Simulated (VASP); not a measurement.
# Fe (Fm-3m) in VASP: further runs

The runs below take Fe through single point, with PBE.

Program: VASP 6.6.1. These are calculated values, not measurements. Logs are shortened: lines on timing, memory, paths and dates and some standing lists are left out, and cuts for length are marked.

## 1. The cell of the first run

It takes space group Fm-3m (No. 225, cubic). The conventional cell has a = 3.518 Å, b = 3.518 Å, c = 3.518 Å, α = 90.00°, β = 90.00°, γ = 90.00°. Fe (site symmetry m-3m) has 12 Fe at 2.49 Å within 3.3 Å.

## 2. Single point, PBE

INCAR

```
SYSTEM = Fe
PREC     = Accurate       ! precision mode
ENCUT    = 520            ! plane-wave cutoff, eV
EDIFF    = 1E-7           ! SCF threshold, eV
ISMEAR   = -1             ! smearing method
SIGMA    = 0.06122561905347299 ! smearing width, eV
LREAL    = .FALSE.        ! projectors in reciprocal space
LASPH    = .TRUE.         ! aspherical terms in the spheres
NELM     = 100            ! most SCF steps
ALGO     = Normal         ! electronic algorithm
ISIF     = 2              ! what is computed and relaxed
LWAVE    = .FALSE.        ! write WAVECAR
LCHARG   = .TRUE.         ! write CHGCAR
GGA      = PE             ! functional
LELF     = .TRUE.         ! ELF
LVHAR    = .TRUE.       
NBANDS   = 10             ! bands
```

KPOINTS

```
regular mesh
0
G
  54 54 54
  0 0 0
```

POSCAR

```
Fe
1.0
    0.0000000000      1.7588780190      1.7588780190
    1.7588780190      0.0000000000      1.7588780190
    1.7588780190      1.7588780190      0.0000000000
Fe
1
Direct
    0.0000000000      0.0000000000      0.0000000000
```

Potentials or basis: VASP PAW PBE potentials, release 64 (Fe).

On the command line:

```console
cat potpaw_PBE.64/Fe/POTCAR > POTCAR
mpirun -np 1 vasp_std > vasp.out
```

OUTCAR:

```text
SYSTEM = Fe
   PREC = Accurate
   ENCUT = 520
   EDIFF = 1E-7
   ISMEAR = -1
   LREAL = .FALSE.
   LASPH = .TRUE.
   NELM = 100
   ISIF = 2
   GGA = PE

 ion  position               nearest neighbor table
   1  0.000  0.000  0.000-

  LATTYP: Found a face centered cubic cell.
 ALAT       =     3.5177560380

  Lattice vectors:

 A1 = (   0.0000000000,   1.7588780190,   1.7588780190)
 A2 = (   1.7588780190,   0.0000000000,   1.7588780190)
 A3 = (   1.7588780190,   1.7588780190,   0.0000000000)

Analysis of symmetry for initial positions (statically):
=====================================================================
 Subroutine PRICEL returns:
 Original cell was already a primitive cell.

 Routine SETGRP: Setting up the symmetry group for a
 face centered cubic supercell.

 Subroutine GETGRP returns: Found 48 space group operations
 (whereof 48 operations were pure point group operations)
 out of a pool of 48 trial point group operations.

The static configuration has the point symmetry O_h .

Analysis of symmetry for dynamics (positions and initial velocities):
=====================================================================
 Subroutine PRICEL returns:
 Original cell was already a primitive cell.

 Routine SETGRP: Setting up the symmetry group for a
 face centered cubic supercell.

 Subroutine GETGRP returns: Found 48 space group operations
 (whereof 48 operations were pure point group operations)
 out of a pool of 48 trial point group operations.

The dynamic configuration has the point symmetry O_h .

 Subroutine INISYM returns: Found 48 space group operations
 (whereof 48 operations are pure point group operations),
 and found     1 'primitive' translations

----------------------------------------------------------------------------------------

                                     Primitive cell

  volume of cell :      10.8827

  direct lattice vectors                    reciprocal lattice vectors
     0.000000000  1.758878019  1.758878019    -0.284272130  0.284272130  0.284272130
     1.758878019  0.000000000  1.758878019     0.284272130 -0.284272130  0.284272130
     1.758878019  1.758878019  0.000000000     0.284272130  0.284272130 -0.284272130

  length of vectors
     2.487429149  2.487429149  2.487429149     0.492373771  0.492373771  0.492373771

  position of ions in fractional coordinates (direct lattice)
     0.000000000  0.000000000  0.000000000

  ion indices of the primitive-cell ions
   primitive index   ion index
                 1           1

----------------------------------------------------------------------------------------

 KPOINTS: regular mesh

Automatic generation of k-mesh.
 Grid dimensions read from file:
 generate k-points for:   54   54   54

 Generating k-lattice:

  Cartesian coordinates                     Fractional coordinates (reciprocal lattice)
    -0.005264299  0.005264299  0.005264299     0.018518519  0.000000000  0.000000000
     0.005264299 -0.005264299  0.005264299     0.000000000  0.018518519  0.000000000
     0.005264299  0.005264299 -0.005264299     0.000000000  0.000000000  0.018518519

  Length of vectors
     0.009118033  0.009118033  0.009118033

  Shift w.r.t. Gamma in fractional coordinates (k-lattice)
     0.000000000  0.000000000  0.000000000

 Subroutine IBZKPT returns following result:
 ===========================================

 Found   3864 irreducible k-points:

 Following reciprocal coordinates:
            Coordinates               Weight
  0.000000  0.000000  0.000000      1.000000
  0.018519  0.000000  0.000000      8.000000
  0.037037  0.000000  0.000000      8.000000
  0.055556  0.000000  0.000000      8.000000
  0.074074  0.000000  0.000000      8.000000
  0.092593  0.000000  0.000000      8.000000
[... 16 lines left out ...]
  0.407407  0.000000  0.000000      8.000000
  0.425926  0.000000  0.000000      8.000000
 [... further k-points ...]
   k-points           NKPTS =   3864   k-points in BZ     NKDIM =   3864   number of bands    NBANDS=     10
   number of dos      NEDOS =    301   number of ions     NIONS =      1
   total plane-waves  NPLWV =   5832
   dimension x,y,z NGX =    18 NGY =   18 NGZ =   18
   dimension x,y,z NGXF=    36 NGYF=   36 NGZF=   36
   ions per type =               1
   NGX,Y,Z   is equivalent  to a cutoff of  12.03, 12.03, 12.03 a.u.
   NGXF,Y,Z  is equivalent  to a cutoff of  24.06, 24.06, 24.06 a.u.
 SYSTEM =  Fe
   PREC   = accura    normal or accurate (medium, high low for compatibility)
   ISTART =      0    job   : 0-new  1-cont  2-samecut
   ICHARG =      2    charge: 1-file 2-atom 10-const
   ISPIN  =      1    spin polarized calculation?
   LNONCOLLINEAR =      F non collinear calculations
   LSORBIT =      F    spin-orbit coupling
   LASPH  =      T    aspherical Exc in radial PAW
   ENCUT  =  520.0 eV  38.22 Ry    6.18 a.u.   4.62  4.62  4.62*2*pi/ulx,y,z
   NELM   =    100;   NELMIN=  2; NELMDL= -5     # of ELM steps
   EDIFF  = 0.1E-06   stopping-criterion for ELM
   LREAL  =      F    real-space projection
   EDIFFG = 0.1E-05   stopping-criterion for IOM
   NSW    =      0    number of steps for IOM
   IBRION =     -1    ionic relax: 0-MD 1-quasi-New 2-CG
   NFREE  =      0    steps in history (QN), initial steepest desc. (CG)
   ISIF   =      2    stress and relaxation
   ISYM   =      2    0-nonsym 1-usesym 2-fastsym
   POTIM  = 0.5000    time-step for ionic-motion
   TEBEG  =    0.0;   TEEND  =   0.0 temperature during run
   PSTRESS=    0.0 pullay stress
   NELECT =       8.0000    total number of electrons
   NUPDOWN=      -1.0000    fix difference up-down
   EMIN   =  10.00;   EMAX   =-10.00  energy-range for DOS
   EFERMI =   0.00;   METHOD = LEGACY
   ISMEAR =    -1;   SIGMA  =   0.06  broadening in eV -4-tet -1-fermi 0-gaus
   EFERMI_NEDOS =   21; number of points for ismear=-14 and -15
   IALGO  =     38    algorithm
   IMIX   =      4    mixing-type and parameters
     AMIX     =   0.40;   BMIX     =  1.00
     AMIX_MAG =   1.60;   BMIX_MAG =  1.00
  volume/ion in A,a.u.               =      10.88        73.44
  Fermi-wavevector in a.u.,A,eV,Ry     =   1.477494  2.792059 29.701368  2.182989
  Thomas-Fermi vector in A             =   2.591891
   LORBIT       =      0    0 simple, 1 ext, 2 COOP (PROOUT), +10 PAW based schemes
   GGA     = PE    functional components
   LHFCALC =     F    Hartree Fock is set to
   AEXX    =    0.0000 exact exchange contribution
   IVDW    =     0    specifies the selected vdW correction
   LEPSILON=     F    determine dielectric tensor
   LRPA    =     F    only Hartree local field effects (RPA)
 non-spin polarized calculation
  energy-cutoff  :      520.00
  volume of cell :       10.88
 maximum number of plane-waves:       305
   NGX =  9   NGY =  9   NGZ =  9

 number of electron       7.9999996 magnetization

 Free energy of the ion-electron system (eV)
  ---------------------------------------------------
  ext. energy  EPLUGINS =         0.00000000
  ---------------------------------------------------
  free energy    TOTEN  =        -8.05399191 eV

  energy without entropy =       -8.03048301  energy(sigma->0) =       -8.04223746

 E-fermi :   6.1284     XC(G=0): -13.4118

 val. band max:        6.1280724377   @ k =  -0.4259   0.3889   0.1852
 cond. band min:       6.1284855064   @ k =  -0.2593   0.2407   0.0370
 fundamental gap:      0.0004130686
 Fermi energy:         6.1283769461

 k-point     1 :       0.0000    0.0000    0.0000
  band No.  band energies     occupation
      1      -2.3513      2.00000
      2       4.6429      2.00000
      3       4.6429      2.00000
      4       4.6429      2.00000
      5       6.0582      1.51771
      6       6.0582      1.51771
      7      28.9399      0.00000
      8      34.0049      0.00000
      9      34.0049      0.00000
     10      34.0049      0.00000

 k-point     2 :       0.0185    0.0000    0.0000
  band No.  band energies     occupation
      1      -2.3374      2.00000
      2       4.6378      2.00000
      3       4.6470      2.00000
      4       4.6470      2.00000
      5       6.0562      1.52943
      6       6.0562      1.52943
      7      28.9255      0.00000
      8      33.7621      0.00000
      9      33.9835      0.00000
     10      33.9835      0.00000

 k-point     3 :       0.0370    0.0000    0.0000
  band No.  band energies     occupation
      1      -2.2955      2.00000
      2       4.6226      2.00000
      3       4.6589      2.00000
      4       4.6589      2.00000
      5       6.0504      1.56267
      6       6.0504      1.56267
      7      28.8769      0.00000
      8      33.1828      0.00000
      9      33.9224      0.00000
     10      33.9224      0.00000

 k-point     4 :       0.0556    0.0000    0.0000
  band No.  band energies     occupation
      1      -2.2259      2.00000
      2       4.5979      2.00000
      3       4.6783      2.00000
      4       4.6783      2.00000
      5       6.0413      1.61134
      6       6.0413      1.61134
      7      28.7772      0.00000
      8      32.4811      0.00000
      9      33.8292      0.00000
     10      33.8292      0.00000
[... 222 lines left out ...]
 k-point    22 :       0.3889    0.0000    0.0000
  band No.  band energies     occupation
      1       1.4234      2.00000
      2       4.6565      2.00000
      3       4.6565      2.00000
      4       5.1465      2.00000
      5       6.7989      0.00004
      6       6.7989      0.00004
      7      16.0871      0.00000
      8      27.9632      0.00000
      9      32.1083      0.00000
     10      32.1083      0.00000

 k-point    23 :       0.4074    0.0000    0.0000
  band No.  band energies     occupation
      1       1.5003      2.00000
      2       4.6285      2.00000
      3       4.6285      2.00000
      4       5.4225      1.99998
      5       6.8667      0.00001
      6       6.8667      0.00001
      7      15.4866      0.00000
      8      27.8384      0.00000
      9      32.0784      0.00000
     10      32.0784      0.00000

 k-point    24 :       0.4259    0.0000    0.0000
  band No.  band energies     occupation
      1       1.5543      2.00000
      2       4.6046      2.00000
      3       4.6046      2.00000
      4       5.6976      1.99824
      5       6.9245      0.00000
      6       6.9245      0.00000
      7      14.9543      0.00000
      8      27.7340      0.00000
      9      32.0546      0.00000
     10      32.0546      0.00000

 [... further k-points ...]

------------------------ aborting loop because EDIFF is reached ----------------------------------------

  FORCE on cell =-STRESS in cart. coord.  units (eV):
  Direction    XX          YY          ZZ          XY          YZ          ZX
  --------------------------------------------------------------------------------------
  -------------------------------------------------------------------------------------
  Total       -1.0172352     -1.0172352     -1.0172352      0.0000000     -0.0000000      0.0000000
  in kB     -149.7596391   -149.7596391   -149.7596391      0.0000000     -0.0000000      0.0000000
  external PRESSURE =    -149.7596391 kB  Pullay stress =       0.0000000 kB

 VOLUME and BASIS-vectors are now :
 -----------------------------------------------------------------------------
  energy-cutoff  :      520.00
  volume of cell :       10.88
      direct lattice vectors                 reciprocal lattice vectors
     0.000000000  1.758878019  1.758878019    -0.284272130  0.284272130  0.284272130
     1.758878019  0.000000000  1.758878019     0.284272130 -0.284272130  0.284272130
     1.758878019  1.758878019  0.000000000     0.284272130  0.284272130 -0.284272130

 POSITION                                       TOTAL-FORCE (eV/Angst)
 -----------------------------------------------------------------------------------
      0.00000      0.00000      0.00000         0.000000      0.000000      0.000000
 -----------------------------------------------------------------------------------
    total drift:                               -0.000000      0.000000     -0.000000

  FREE ENERGIE OF THE ION-ELECTRON SYSTEM (eV)
  ---------------------------------------------------
  free  energy   TOTEN  =        -8.0539919146 eV

  energy  without entropy=       -8.0304830078  energy(sigma->0) =       -8.04223746
```

Run time: 5 min. Hardware: 1 thread of Intel Xeon Platinum 8259CL at 2.50GHz (Skylake/Cascade Lake), shared host; peak memory 0.53 GiB.

What came out:

```
Free energy            : -8.0540 eV
Pressure               : -15.0 GPa
Band gap on the k mesh : zero (band 4 reaches 7.28 eV, above the bottom of band 5 at 5.40 eV)
```

Caveat: the run has no spin polarisation, though such a crystal can be magnetic.

## 3. Single point, PBE

This run uses another cell than the first one, of 9.65 Å³/atom, 0.887 times its volume.

INCAR

```
SYSTEM = Fe
PREC = Accurate ; ENCUT = 520
EDIFF = 1E-7 ; ISMEAR = -1
SIGMA = 0.06122561905347299 ; LREAL = .FALSE.
LASPH = .TRUE. ; NELM = 80
ALGO = Normal ; ISIF = 2
LWAVE = .FALSE. ; LCHARG = .FALSE.
GGA = PE ; NBANDS = 10
```

KPOINTS

```
Automatic mesh
0
G
  18 18 18
  0 0 0
```

POSCAR

```
Fe
1.0
    0.0000000000      1.6898301359      1.6898301359
    1.6898301359      0.0000000000      1.6898301359
    1.6898301359      1.6898301359      0.0000000000
Fe
1
Direct
    0.0000000000      0.0000000000      0.0000000000
```

Potentials or basis: VASP PAW PBE potentials, release 64 (Fe).

On the command line:

```console
cat potpaw_PBE.64/Fe/POTCAR > POTCAR
mpirun -np 1 vasp_std > vasp.out
```

Wall time 27 s (1 thread of Intel Xeon 6975P-C, shared host); peak memory 0.13 GiB.

Results (log left out):

* Free energy: -8.0526 eV
* Pressure: 19.3 GPa
* Band gap on the k mesh: zero (band 4 reaches 8.87 eV, above the bottom of band 5 at 6.71 eV)

Levels at points of the mesh, in eV from the Fermi level:
```tsv
k point	band 2	band 3	band 4	band 5	band 6	band 7
(0.00, 0.00, 0.00)	-1.76	-1.76	-1.76	-0.06	-0.06	23.84
(0.50, 0.00, 0.00)	-1.86	-1.86	0.22	1.10	1.10	8.96
(0.50, 0.50, 0.00)	-4.55	1.07	1.40	1.40	3.46	12.43
```

Caveat: the run has no spin polarisation, though such a crystal can be magnetic. Spin polarisation is off, so any magnetic state and its effect on volume and gap are missing.

## 4. Single point, PBE

This run uses another cell than the first one, of 9.86 Å³/atom, 0.906 times its volume.

INCAR

```
PREC = Accurate
ENCUT = 520
EDIFF = 1E-6
ISMEAR = -1
SIGMA = 0.06122561905347299
LREAL = False
LASPH = True
NELM = 100
ALGO = Normal
ISIF = 2
LWAVE = False
LCHARG = True
GGA = PE
LELF = True
LVHAR = True
NBANDS = 10
```

KPOINTS

```
Automatic mesh
0
Gamma
  18 18 18
```

POSCAR

```
Fe
1.0
    0.0000000000      1.7017307402      1.7017307402
    1.7017307402      0.0000000000      1.7017307402
    1.7017307402      1.7017307402      0.0000000000
Fe
1
Direct
    0.0000000000      0.0000000000      0.0000000000
```

On the command line:

```console
cat potpaw_PBE.64/Fe/POTCAR > POTCAR
mpirun -np 1 vasp_std > vasp.out
```

Wall time 28 s (1 thread of Intel Xeon 6975P-C, shared host); peak memory 0.13 GiB.

Results (log left out):

```yaml
Free_energy: -8.0725 eV
Pressure: 11.9 GPa
Band_gap_on_the_k_mesh: zero (band 4 reaches 8.58 eV, above the bottom of band 5 at 6.49 eV)
```

Levels at points of the mesh, in eV from the Fermi level:
```tsv
k point	band 1	band 2	band 3	band 4	band 5	band 6	band 7	band 8	band 9
(0.00, 0.00, 0.00)	-9.03	-1.70	-1.70	-1.70	-0.06	-0.06	23.66	29.44	29.44
(0.50, 0.00, 0.00)	-5.05	-1.81	-1.81	0.22	1.07	1.07	8.74	22.21	27.77
(0.50, 0.50, 0.00)	-5.19	-4.41	1.03	1.36	1.36	3.39	12.19	16.70	16.70
```

Caveat: the run has no spin polarisation, though such a crystal can be magnetic.

## 5. Single point, PBE

This run uses another cell than the first one, of 10.06 Å³/atom, 0.925 times its volume.

INCAR

```
  ALGO = Normal
  EDIFF = 1E-6
  ENCUT = 520
  GGA = PE
  ISIF = 2
  ISMEAR = -1
  LASPH = True
  LCHARG = False
  LREAL = False
  LWAVE = False
  NBANDS = 10
  NELM = 100
  PREC = Accurate
  SIGMA = 0.06122561905347299
```

KPOINTS

```
k-points
0
Gamma
  18 18 18
```

POSCAR

```
Fe
1.0
    0.0000000000      1.7134671852      1.7134671852
    1.7134671852      0.0000000000      1.7134671852
    1.7134671852      1.7134671852      0.0000000000
Fe
1
Direct
    0.0000000000      0.0000000000      0.0000000000
```

On the command line:

```console
cat potpaw_PBE.64/Fe/POTCAR > POTCAR
mpirun -np 1 vasp_std > vasp.out
```

Run time: 34 s. Hardware: 1 thread of Intel Xeon 6975P-C, shared host; peak memory 0.14 GiB.

Results (log left out):

```
Free energy            : -8.0833 eV
Pressure               : 5.2 GPa
Band gap on the k mesh : zero (band 4 reaches 8.29 eV, above the bottom of band 5 at 6.27 eV)
```

Levels at points of the mesh, in eV from the Fermi level:
```
           k point  band 2  band 3  band 4  band 5  band 6  band 7
(0.00, 0.00, 0.00)   -1.65   -1.65   -1.65   -0.06   -0.06   23.49
(0.50, 0.00, 0.00)   -1.75   -1.75    0.21    1.03    1.03    8.52
(0.50, 0.50, 0.00)   -4.28    1.00    1.32    1.32    3.33   11.95
```

Caveat: the run has no spin polarisation, though such a crystal can be magnetic. Spin polarisation is off, so any magnetic state and its effect on volume and gap are missing.

## 6. The runs side by side

```tsv
cell	k mesh	gap on the mesh (eV)	pressure (GPa)
a = 2.487 Å, angles 60.0°, 1 atom	54 × 54 × 54	none	-15.0
a = 2.390 Å, angles 60.0°, 1 atom	18 × 18 × 18	none	19.3
a = 2.407 Å, angles 60.0°, 1 atom	18 × 18 × 18	none	11.9
a = 2.423 Å, angles 60.0°, 1 atom	18 × 18 × 18	none	5.2
```

Alike in all rows: task single point; level PBE; potentials or basis VASP PAW PBE potentials, release 64 (Fe); no spin polarisation; cutoff (eV) 520; smearing fermi-dirac 0.0612256 eV.

Caveats: the run has no spin polarisation, though such a crystal can be magnetic.

Absolute energies hang on the potentials; compare differences alone.
